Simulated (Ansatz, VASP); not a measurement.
One calculation of Si2Ge, two programs

```
CELL_PARAMETERS angstrom
2.81885 0.00000 0.00000
-1.40943 2.44120 0.00000
0.00000 0.00000 14.16919
ATOMIC_POSITIONS crystal
Si 0.33333 0.66667 0.00000
Si 0.66667 0.33333 0.84769
Si 0.66667 0.33333 0.15231
Si 0.66667 0.33333 0.50000
Ge 0.33333 0.66667 0.67237
Ge 0.33333 0.66667 0.32763
```

Alike in both runs: functional PBE; k mesh 18 × 18 × 4; occupations gaussian, width 0.1 eV; no spin polarisation.

Ansatz relaxed the structure, and its values are those at the end. VASP's run is a single point on that final structure, the one shown.

```csv
,VASP,Ansatz
version,VASP 6.6.1,Ansatz 0.2.0
potentials or method,"VASP PAW PBE potentials, release 64 (Si, Ge_d), cutoff 520 eV","scalar-relativistic, plane waves, PAW"
valence electrons in the cell,44,44
```

|  | VASP | Ansatz | Ansatz less VASP |
| --- | --- | --- | --- |
| gap on the k mesh at the Fermi level (eV) | none | none | - |
| pressure (GPa) | 0.0 | 0.0 | -0.02 |

A gap of «none» marks a metal or a gap that the smearing closes. The functional is the same, so the differences come from potentials, cutoffs and numerics.
